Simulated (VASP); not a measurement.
Input of a VASP 6.6.1 run:

The input INCAR:

```
SYSTEM = NiO
  ALGO = Normal
  EDIFF = 1E-7
  ENCUT = 520
  GGA = PE
  ISIF = 2
  ISMEAR = -1
  LASPH = .TRUE.
  LCHARG = .FALSE.
  LREAL = .FALSE.
  LWAVE = .FALSE.
  NBANDS = 15
  NELM = 60
  PREC = Accurate
  SIGMA = 0.05
```

Contents of KPOINTS:

```
k-points
0
G
  17 17 17
  0 0 0
```

Contents of POSCAR:

```
NiO
1.0
    0.0000000000      2.0931687937      2.0931687937
    2.0931687937      0.0000000000      2.0931687937
    2.0931687937      2.0931687937      0.0000000000
Ni O
1 1
Direct
    0.0000000000      0.0000000000      0.0000000000
    0.5000000000      0.5000000000      0.5000000000
```

Potentials or basis: VASP PAW PBE potentials, release 64 (Ni, O).

Command:

```sh
$ cat potpaw_PBE.64/Ni/POTCAR potpaw_PBE.64/O/POTCAR > POTCAR
$ mpirun -np 1 vasp_std > vasp.out
```

Task: What does it give for the pressure?

Result: -3.6 GPa.

Task: Estimate the band gap on the k mesh.

Result: Zero (band 8 reaches 9.02 eV, above the bottom of band 9 at 6.24 eV).

Caveat: the run has no spin polarisation, though such a crystal can be magnetic; semilocal functionals often make such compounds metallic where correlation or magnetic order opens a gap, which also shifts bond lengths. Spin polarisation is off, so any magnetic state and its effect on volume and gap are missing.
